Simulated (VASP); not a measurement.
A run of VASP 6.6.1:

Contents of INCAR:

```
ALGO = Fast
EDIFF = 1E-7
EDIFFG = -0.01
ENCUT = 600
GGA = RE
IBRION = 2
ISIF = 4
ISMEAR = 0
ISPIN = 2
IVDW = 12
LASPH = T
LCHARG = F
LDAU = T
LDAUJ = 0 0 0
LDAUL = 2 -1 -1
LDAUPRINT = 1
LDAUTYPE = 2
LDAUU = 3.3 0 0
LMAXMIX = 4
LORBIT = 11
LREAL = F
LWAVE = F
MAGMOM = 0 0 0 0
NELM = 150
NSW = 60
PREC = Accurate
SIGMA = 0.05
```

File KPOINTS:

```
k-points
0
Gamma
  10 10 10
```

Contents of POSCAR:

```
CoPdO2
1.0
    1.4080081692      0.8129138957      5.8976034778
   -1.4080081692      0.8129138957      5.8976034778
    0.0000000000     -1.6258277909      5.8976034778
Co Pd O
1 1 2
Direct
    0.5000000000      0.5000000000      0.5000000000
    0.0000000000      0.0000000000      0.0000000000
    0.1118387197      0.1118387197      0.1118387197
    0.8881612803      0.8881612803      0.8881612803
```

Potentials or basis: VASP PAW PBE potentials, release 64 (Co, Pd, O).

Run with:

```bash
$ cat potpaw_PBE.64/Co/POTCAR potpaw_PBE.64/Pd/POTCAR potpaw_PBE.64/O/POTCAR > POTCAR
$ mpirun -np 1 vasp_std > vasp.out
```

Hardware: 1 thread of Oxide Virtual Turin-like Processor (shared host).

Task: Estimate the wall time of this run.

Result: Wall time 74 min on 1 thread of Oxide Virtual Turin-like Processor, with other jobs on the host, peak memory 0.57 GiB. Counts: scf iterations 46, k points 116, ion steps 4.
